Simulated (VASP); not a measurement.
# TiO2 (I4/m) in VASP: settings compared

TiO2 is run at these levels: BLYP+D3(BJ), BLYP, PBE; tasks: single point.

Program: VASP 6.6.1. These are calculated values, not measurements. Logs are shortened: lines on timing, memory, paths and dates and some standing lists are left out, and cuts for length are marked.

## Step 1: The cell of the first run

It takes space group I4/m (No. 87, tetragonal). The conventional cell has a = 8.783 Å, b = 8.783 Å, c = 3.745 Å, α = 90.00°, β = 90.00°, γ = 90.00°. Within 2.3 Å of Ti (site symmetry m) lie 5 O at 1.77 to 2.18 Å. Within 3.1 Å of O (site symmetry m) lie 4 Ti at 1.95 to 2.40 Å and 11 O at 2.67 to 3.02 Å. O (site symmetry m) has 2 Ti at 1.77 to 1.85 Å within 2.3 Å.

## Step 2: Single point, BLYP+D3(BJ)

File INCAR:

```
SYSTEM = TiO2
PREC     = Accurate       ! precision mode
ENCUT    = 520            ! plane-wave cutoff, eV
EDIFF    = 1E-7           ! SCF threshold, eV
ISMEAR   = -1             ! smearing method
SIGMA    = 0.05           ! smearing width, eV
LREAL    = .FALSE.        ! projectors in reciprocal space
LASPH    = .TRUE.         ! aspherical terms in the spheres
NELM     = 60             ! most SCF steps
ALGO     = Normal         ! electronic algorithm
ISIF     = 2              ! what is computed and relaxed
LWAVE    = .FALSE.        ! write WAVECAR
LCHARG   = .TRUE.         ! write CHGCAR
GGA      = B5             ! functional
ALDAX    = 1.0          
AGGAX    = 1.0          
AGGAC    = 1.0          
ALDAC    = 0.0          
IVDW     = 12             ! dispersion correction
LELF     = .TRUE.         ! ELF
LVHAR    = .TRUE.       
VDW_S6   = 1.0          
VDW_S8   = 2.6996       
VDW_A1   = 0.4298       
VDW_A2   = 4.2359       
NBANDS   = 60             ! bands
```

File KPOINTS:

```
regular mesh
0
G
  8 8 8
  0 0 0
```

File POSCAR:

```
TiO2
1.0
   -4.3916649802      4.3916649802      1.8727401733
    4.3916649802     -4.3916649802      1.8727401733
    4.3916649802      4.3916649802     -1.8727401733
Ti O
4 8
Direct
    0.2894814845      0.9876917611      0.2771732456
    0.0123082389      0.2894814845      0.3017897234
    0.9876917611      0.7105185155      0.6982102766
    0.7105185155      0.0123082389      0.7228267544
    0.4934694414      0.8472299055      0.3406993469
    0.1628765548      0.1558570946      0.3187336495
    0.1527700945      0.4934694414      0.6462395359
    0.1558570946      0.8371234452      0.9929805398
    0.8441429054      0.1628765548      0.0070194602
    0.8472299055      0.5065305586      0.3537604641
    0.8371234452      0.8441429054      0.6812663505
    0.5065305586      0.1527700945      0.6593006531
```

Potentials or basis: VASP PAW PBE potentials, release 64 (Ti_sv, O).

Launch:

```sh
$ cat potpaw_PBE.64/Ti_sv/POTCAR potpaw_PBE.64/O/POTCAR > POTCAR
$ mpirun -np 1 vasp_std > vasp.out
```

OUTCAR:

```text
SYSTEM = TiO2
   PREC = Accurate
   ENCUT = 520
   EDIFF = 1E-7
   ISMEAR = -1
   LREAL = .FALSE.
   LASPH = .TRUE.
   NELM = 60
   ISIF = 2
   GGA = B5
   IVDW = 12
 IVDW          = 12

 ion  position               nearest neighbor table
   1  0.289  0.988  0.277-   8 1.77   6 1.85  10 1.95  10 1.95   5 2.18  12 2.40
   2  0.012  0.289  0.302-   6 1.77   9 1.85   5 1.95   5 1.95   7 2.18  10 2.40
   3  0.988  0.711  0.698-  11 1.77   8 1.85  12 1.95  12 1.95  10 2.18   7 2.40
   4  0.711  0.012  0.723-   9 1.77  11 1.85   7 1.95   7 1.95  12 2.18   5 2.40
   5  0.493  0.847  0.341-   2 1.95   2 1.95   1 2.18   4 2.40
   6  0.163  0.156  0.319-   2 1.77   1 1.85
   7  0.153  0.493  0.646-   4 1.95   4 1.95   2 2.18   3 2.40
   8  0.156  0.837  0.993-   1 1.77   3 1.85
   9  0.844  0.163  0.007-   4 1.77   2 1.85
  10  0.847  0.507  0.354-   1 1.95   1 1.95   3 2.18   2 2.40
  11  0.837  0.844  0.681-   3 1.77   4 1.85
  12  0.507  0.153  0.659-   3 1.95   3 1.95   4 2.18   1 2.40

  LATTYP: Found a body centered tetragonal cell.
 ALAT       =     8.7833299604
 C/A-ratio  =     0.4264305637

  Lattice vectors:

 A1 = (  -4.3916649802,   4.3916649802,   1.8727401733)
 A2 = (   4.3916649802,  -4.3916649802,   1.8727401733)
 A3 = (   4.3916649802,   4.3916649802,  -1.8727401733)

Analysis of symmetry for initial positions (statically):
=====================================================================
 Subroutine PRICEL returns:
 Original cell was already a primitive cell.

 Routine SETGRP: Setting up the symmetry group for a
 body centered tetragonal supercell.

 Subroutine GETGRP returns: Found  8 space group operations
 (whereof  8 operations were pure point group operations)
 out of a pool of 16 trial point group operations.

The static configuration has the point symmetry C_4h.

Analysis of symmetry for dynamics (positions and initial velocities):
=====================================================================
 Subroutine PRICEL returns:
 Original cell was already a primitive cell.

 Routine SETGRP: Setting up the symmetry group for a
 body centered tetragonal supercell.

 Subroutine GETGRP returns: Found  8 space group operations
 (whereof  8 operations were pure point group operations)
 out of a pool of 16 trial point group operations.

The dynamic configuration has the point symmetry C_4h.

 Subroutine INISYM returns: Found  8 space group operations
[... 127 lines left out ...]
   PSTRESS=    0.0 pullay stress
   NELECT =      96.0000    total number of electrons
   NUPDOWN=      -1.0000    fix difference up-down
   EMIN   =  10.00;   EMAX   =-10.00  energy-range for DOS
   EFERMI =   0.00;   METHOD = LEGACY
   ISMEAR =    -1;   SIGMA  =   0.05  broadening in eV -4-tet -1-fermi 0-gaus
   EFERMI_NEDOS =   21; number of points for ismear=-14 and -15
   IALGO  =     38    algorithm
   IMIX   =      4    mixing-type and parameters
     AMIX     =   0.40;   BMIX     =  1.00
     AMIX_MAG =   1.60;   BMIX_MAG =  1.00
  volume/ion in A,a.u.               =      12.04        81.25
  Fermi-wavevector in a.u.,A,eV,Ry     =   1.428565  2.699596 27.766733  2.040797
  Thomas-Fermi vector in A             =   2.548613
   LORBIT       =      0    0 simple, 1 ext, 2 COOP (PROOUT), +10 PAW based schemes
   GGA     = B5    functional components
   LHFCALC =     F    Hartree Fock is set to
   AEXX    =    0.0000 exact exchange contribution
   IVDW    =    12    specifies the selected vdW correction
   LEPSILON=     F    determine dielectric tensor
   LRPA    =     F    only Hartree local field effects (RPA)
 non-spin polarized calculation
  energy-cutoff  :      520.00
  volume of cell :      144.48
 maximum number of plane-waves:      3922
   NGX = 25   NGY = 25   NGZ = 25

 number of electron      95.9999997 magnetization

 Free energy of the ion-electron system (eV)
  ---------------------------------------------------
  ext. energy  EPLUGINS =         0.00000000
  ---------------------------------------------------
  free energy    TOTEN  =      -103.05645087 eV

  energy without entropy =     -103.05645087  energy(sigma->0) =     -103.05645087

 E-fermi :   4.1590     XC(G=0):  -9.9816

 val. band max:        3.1355489577   @ k =   0.5000   0.5000   0.5000
 cond. band min:       5.1922846124   @ k =   0.0000   0.0000   0.0000
 fundamental gap:      2.0567356546
 Fermi energy:         4.1590406201

 k-point     1 :       0.0000    0.0000    0.0000
  band No.  band energies     occupation
      1     -52.9414      2.00000
      2     -52.9247      2.00000
      3     -52.9247      2.00000
      4     -52.9101      2.00000
      5     -29.5121      2.00000
      6     -29.4889      2.00000
[... 1501 lines left out ...]
     59       7.7131      0.00000
     60       7.8547      0.00000

 [... further k-points ...]

------------------------ aborting loop because EDIFF is reached ----------------------------------------

 Edisp (eV)   -5.60122

 E8    (eV) :    -3.9359

  FORCE on cell =-STRESS in cart. coord.  units (eV):
  Direction    XX          YY          ZZ          XY          YZ          ZX
  --------------------------------------------------------------------------------------
  -------------------------------------------------------------------------------------
  Total       1.17939     1.17939     0.73699     0.00000    -0.00000     0.00000
  in kB      13.07895    13.07895     8.17287     0.00001    -0.00000     0.00000
  external pressure =       11.44 kB  Pullay stress =        0.00 kB

 VOLUME and BASIS-vectors are now :
 -----------------------------------------------------------------------------
  energy-cutoff  :      520.00
  volume of cell :      144.48
      direct lattice vectors                 reciprocal lattice vectors
    -4.391664980  4.391664980  1.872740173     0.000000000  0.113852036  0.266988452
     4.391664980 -4.391664980  1.872740173     0.113852036  0.000000000  0.266988452
     4.391664980  4.391664980 -1.872740173     0.113852036  0.113852036  0.000000000

 POSITION                                       TOTAL-FORCE (eV/Angst)
 -----------------------------------------------------------------------------------
      4.28356     -1.84905      1.87274         0.052200      0.171173     -0.000000
      2.54261      0.10811      0.00000         0.171173     -0.052200     -0.000000
      1.84905      4.28356      1.87274        -0.171173      0.052200      0.000000
      0.10811      6.24072     -0.00000        -0.052200     -0.171173     -0.000000
      3.04983     -0.05736      1.87274         0.019311     -0.002784      0.000000
      1.36894      1.43060     -0.00000        -0.044960      0.073698      0.000000
      4.33430      1.34183      0.00000        -0.002784     -0.019311     -0.000000
      7.35273      1.36894      0.00000        -0.073698     -0.044960     -0.000000
     -2.96107      3.02272      1.87274         0.073698      0.044960     -0.000000
      0.05736      3.04983      1.87274         0.002784      0.019311      0.000000
      3.02272      2.96107      1.87274         0.044960     -0.073698     -0.000000
      1.34183      4.44903      0.00000        -0.019311      0.002784     -0.000000
 -----------------------------------------------------------------------------------
    total drift:                                0.000000      0.000000     -0.000000

  FREE ENERGIE OF THE ION-ELECTRON SYSTEM (eV)
  ---------------------------------------------------
  free  energy   TOTEN  =      -108.6576673054 eV

  energy  without entropy=     -108.6576673054  energy(sigma->0) =     -108.65766731
```

OSZICAR:

```text
N       E                     dE             d eps       ncg     rms          rms(c)
DAV:   1     0.152060852352E+04    0.15206E+04   -0.48350E+04  9616   0.187E+03
DAV:   2     0.179492113120E+03   -0.13411E+04   -0.12696E+04  9632   0.578E+02
DAV:   3    -0.115457458152E+03   -0.29495E+03   -0.28604E+03 11796   0.240E+02
[... 11 lines left out ...]
DAV:  15    -0.103056449675E+03    0.71927E-04   -0.22307E-04 13368   0.101E-01    0.169E-02
DAV:  16    -0.103056450020E+03   -0.34537E-06   -0.44380E-05 14512   0.336E-02    0.881E-03
DAV:  17    -0.103056450613E+03   -0.59279E-06   -0.33507E-06 13688   0.129E-02    0.436E-03
DAV:  18    -0.103056450699E+03   -0.85682E-07   -0.11656E-06 11620   0.604E-03    0.141E-03
DAV:  19    -0.103056450910E+03   -0.21062E-06   -0.12699E-07  6288   0.224E-03    0.455E-04
DAV:  20    -0.103056450875E+03    0.34597E-07   -0.28233E-08  5952   0.118E-03
   1 F= -.10865767E+03 E0= -.10865767E+03  d E =-.603601E-10
```

Run time: 16 min. Hardware: 1 thread of Intel Xeon Platinum 8488C (Sapphire Rapids), shared host; peak memory 0.64 GiB.

Results:

* Free energy: -108.6577 eV
* Pressure: 1.1 GPa
* Largest force: 0.179 eV/Å
* Band gap on the k mesh: 2.06 eV (least direct gap 2.67 eV)
* Dispersion energy per atom: -0.467 eV

Forces on the atoms (eV/Å):
```
Ti   0.052  0.171  0.000
Ti   0.171 -0.052  0.000
Ti  -0.171  0.052  0.000
Ti  -0.052 -0.171  0.000
O    0.019 -0.003  0.000
O   -0.045  0.074  0.000
O   -0.003 -0.019  0.000
O   -0.074 -0.045  0.000
O    0.074  0.045  0.000
O    0.003  0.019  0.000
O    0.045 -0.074  0.000
O   -0.019  0.003  0.000
```

Stress tensor (GPa, compression positive):
```
1.31 0.00 0.00
0.00 1.31 0.00
0.00 0.00 0.82
```

Caveat: the PAW data sets were made with another functional, which shifts forces and pressure a little.

## Step 3: Single point, BLYP

This run uses another cell than the first one, of 12.56 Å³/atom.

File INCAR:

```
SYSTEM = TiO2
PREC = Accurate
ENCUT = 520
EDIFF = 1E-6
ISMEAR = -1
SIGMA = 0.05
LREAL = .False.
LASPH = .True.
NELM = 80
ALGO = Normal
ISIF = 2
LWAVE = .False.
LCHARG = .False.
GGA = B5
ALDAX = 1.0
AGGAX = 1.0
AGGAC = 1.0
ALDAC = 0.0
NBANDS = 60
```

File KPOINTS:

```
regular mesh
0
Gamma
  8 8 8
  0 0 0
```

File POSCAR:

```
TiO2
1.0
   -4.4870649701      4.4870649701      1.8712009618
    4.4870649701     -4.4870649701      1.8712009618
    4.4870649701      4.4870649701     -1.8712009618
Ti O
4 8
Direct
    0.2865109848      0.9870557380      0.2735667228
    0.0129442620      0.2865109848      0.2994552469
    0.9870557380      0.7134890152      0.7005447531
    0.7134890152      0.0129442620      0.7264332772
    0.4856927585      0.8461961937      0.3318889522
    0.1588170781      0.1546423304      0.3134594086
    0.1538038063      0.4856927585      0.6394965649
    0.1546423304      0.8411829219      0.9958252523
    0.8453576696      0.1588170781      0.0041747477
    0.8461961937      0.5143072415      0.3605034351
    0.8411829219      0.8453576696      0.6865405914
    0.5143072415      0.1538038063      0.6681110478
```

Potentials or basis: VASP PAW PBE potentials, release 64 (Ti_sv, O).

Launch:

```sh
$ cat potpaw_PBE.64/Ti_sv/POTCAR potpaw_PBE.64/O/POTCAR > POTCAR
$ mpirun -np 1 vasp_std > vasp.out
```

OUTCAR:

```text
SYSTEM = TiO2
   PREC = Accurate
   ENCUT = 520
   EDIFF = 1E-6
   ISMEAR = -1
   LREAL = .False.
   LASPH = .True.
   NELM = 80
   ISIF = 2
   GGA = B5

 ion  position               nearest neighbor table
   1  0.287  0.987  0.274-   8 1.76   6 1.89  10 1.96  10 1.96   5 2.19
   2  0.013  0.287  0.299-   6 1.76   9 1.89   5 1.96   5 1.96   7 2.19
   3  0.987  0.713  0.701-  11 1.76   8 1.89  12 1.96  12 1.96  10 2.19
   4  0.713  0.013  0.726-   9 1.76  11 1.89   7 1.96   7 1.96  12 2.19
   5  0.486  0.846  0.332-   2 1.96   2 1.96   1 2.19
   6  0.159  0.155  0.313-   2 1.76   1 1.89
   7  0.154  0.486  0.639-   4 1.96   4 1.96   2 2.19
   8  0.155  0.841  0.996-   1 1.76   3 1.89
   9  0.845  0.159  0.004-   4 1.76   2 1.89
  10  0.846  0.514  0.361-   1 1.96   1 1.96   3 2.19
  11  0.841  0.845  0.687-   3 1.76   4 1.89
  12  0.514  0.154  0.668-   3 1.96   3 1.96   4 2.19

  LATTYP: Found a body centered tetragonal cell.
 ALAT       =     8.9741299402
 C/A-ratio  =     0.4170211428

  Lattice vectors:

 A1 = (  -4.4870649701,   4.4870649701,   1.8712009618)
 A2 = (   4.4870649701,  -4.4870649701,   1.8712009618)
 A3 = (   4.4870649701,   4.4870649701,  -1.8712009618)

Analysis of symmetry for initial positions (statically):
=====================================================================
 Subroutine PRICEL returns:
 Original cell was already a primitive cell.

 Routine SETGRP: Setting up the symmetry group for a
 body centered tetragonal supercell.

 Subroutine GETGRP returns: Found  8 space group operations
 (whereof  8 operations were pure point group operations)
 out of a pool of 16 trial point group operations.

The static configuration has the point symmetry C_4h.

Analysis of symmetry for dynamics (positions and initial velocities):
[... 153 lines left out ...]
  Fermi-wavevector in a.u.,A,eV,Ry     =   1.408630  2.661924 26.997195  1.984238
  Thomas-Fermi vector in A             =   2.530768
   LORBIT       =      0    0 simple, 1 ext, 2 COOP (PROOUT), +10 PAW based schemes
   GGA     = B5    functional components
   LHFCALC =     F    Hartree Fock is set to
   AEXX    =    0.0000 exact exchange contribution
   IVDW    =     0    specifies the selected vdW correction
   LEPSILON=     F    determine dielectric tensor
   LRPA    =     F    only Hartree local field effects (RPA)
 non-spin polarized calculation
  energy-cutoff  :      520.00
  volume of cell :      150.70
 maximum number of plane-waves:      4079
 NGX is ok and might be reduce to    50
   NGX = 25   NGY = 25   NGZ = 25

 number of electron      96.0000002 magnetization

 Free energy of the ion-electron system (eV)
  ---------------------------------------------------
  ext. energy  EPLUGINS =         0.00000000
  ---------------------------------------------------
  free energy    TOTEN  =      -103.19994854 eV

  energy without entropy =     -103.19994854  energy(sigma->0) =     -103.19994854

 E-fermi :   3.8326     XC(G=0):  -9.7843

 val. band max:        2.6999023896   @ k =   0.5000   0.5000   0.5000
 cond. band min:       5.0192732629   @ k =   0.0000   0.0000   0.0000
 fundamental gap:      2.3193708732
 Fermi energy:         3.8325533917

 k-point     1 :       0.0000    0.0000    0.0000
  band No.  band energies     occupation
      1     -53.3840      2.00000
      2     -53.3718      2.00000
      3     -53.3718      2.00000
      4     -53.3608      2.00000
      5     -29.9310      2.00000
      6     -29.9089      2.00000
[... 1501 lines left out ...]
     59       7.2931      0.00000
     60       7.3552      0.00000

 [... further k-points ...]
[... 5 lines left out ...]
  --------------------------------------------------------------------------------------
  -------------------------------------------------------------------------------------
  Total        1.1410297      1.1410297      0.7175689      0.0000006     -0.0000000     -0.0000000
  in kB       12.1311621     12.1311621      7.6290249      0.0000068     -0.0000000     -0.0000000
  external PRESSURE =      10.6304497 kB  Pullay stress =       0.0000000 kB

 VOLUME and BASIS-vectors are now :
 -----------------------------------------------------------------------------
  energy-cutoff  :      520.00
  volume of cell :      150.70
      direct lattice vectors                 reciprocal lattice vectors
    -4.487064970  4.487064970  1.871200962     0.000000000  0.111431415  0.267208071
     4.487064970 -4.487064970  1.871200962     0.111431415  0.000000000  0.267208071
     4.487064970  4.487064970 -1.871200962     0.111431415  0.111431415  0.000000000

 POSITION                                       TOTAL-FORCE (eV/Angst)
 -----------------------------------------------------------------------------------
      4.37090     -1.91588      1.87120         0.078515      0.167013      0.000000
      2.57119      0.11616     -0.00000         0.167013     -0.078515      0.000000
      1.91588      4.37090      1.87120        -0.167013      0.078515     -0.000000
      0.11616      6.40294     -0.00000        -0.078515     -0.167013     -0.000000
      3.10681     -0.12840      1.87120         0.019805     -0.004498      0.000000
      1.38778      1.42525     -0.00000        -0.075896      0.099805     -0.000000
      4.35867      1.38026     -0.00000        -0.004498     -0.019805     -0.000000
      7.54888      1.38778      0.00000        -0.099805     -0.075896      0.000000
     -3.06182      3.09928      1.87120         0.099805      0.075896     -0.000000
      0.12840      3.10681      1.87120         0.004498      0.019805      0.000000
      3.09928      3.06182      1.87120         0.075896     -0.099805      0.000000
      1.38026      4.61546      0.00000        -0.019805      0.004498     -0.000000
 -----------------------------------------------------------------------------------
    total drift:                               -0.000000      0.000000     -0.000000

  FREE ENERGIE OF THE ION-ELECTRON SYSTEM (eV)
  ---------------------------------------------------
  free  energy   TOTEN  =      -103.1999485398 eV

  energy  without entropy=     -103.1999485398  energy(sigma->0) =     -103.19994854
```

stdout:

```text
POSCAR found type information on POSCAR TiO
 POSCAR found :  2 types and      12 ions
 scaLAPACK will be used
 -----------------------------------------------------------------------------
|                                                                             |
|                                                                             |
|     You enforced a specific xc type in the INCAR file but a different       |
|     I HOPE YOU KNOW WHAT YOU ARE DOING!                                     |
|                                                                             |
 -----------------------------------------------------------------------------

 LDA part: xc-table for (Slater(with rela. corr.)+VWN5), standard interpolation
 POSCAR, INCAR and KPOINTS ok, starting setup
 FFT: planning ... GRIDC
 FFT: planning ... GRID_SOFT
 FFT: planning ... GRID
 WAVECAR not read
 entering main loop
```

It took 35 min on 1 thread of Oxide Virtual Turin-like, shared host; peak memory 0.64 GiB.

What came out:

- Free energy: -103.1999 eV
- Pressure: 1.1 GPa
- Largest force: 0.185 eV/Å
- Band gap on the k mesh: 2.32 eV (least direct gap 2.80 eV)

Forces on the atoms (eV/Å):
```
Ti   0.079  0.167  0.000
Ti   0.167 -0.079  0.000
Ti  -0.167  0.079  0.000
Ti  -0.079 -0.167  0.000
O    0.020 -0.004  0.000
O   -0.076  0.100  0.000
O   -0.004 -0.020  0.000
O   -0.100 -0.076  0.000
O    0.100  0.076  0.000
O    0.004  0.020  0.000
O    0.076 -0.100  0.000
O   -0.020  0.004  0.000
```

Levels at points of the mesh, in eV from the valence-band top:
```
           k point  band 44  band 45  band 46  band 47  band 48  band 49  band 50  band 51  band 52  band 53
(0.00, 0.00, 0.00)    -1.18    -0.75    -0.67    -0.67    -0.51     2.32     3.09     3.13     3.13     3.51
(0.50, 0.00, 0.00)    -0.87    -0.71    -0.55    -0.49    -0.33     2.93     3.26     3.30     3.47     3.57
(0.50, 0.50, 0.00)    -0.98    -0.98    -0.76    -0.69    -0.47     2.65     2.70     2.91     3.27     3.47
(0.50, 0.50, 0.50)    -1.06    -0.86    -0.74    -0.74     0.00     2.90     2.90     3.01     3.02     3.11
```

Caveat: the PAW data sets were made with another functional, which shifts forces and pressure a little. A k mesh can miss the band edges.

(Continued in part 2 of 2.)
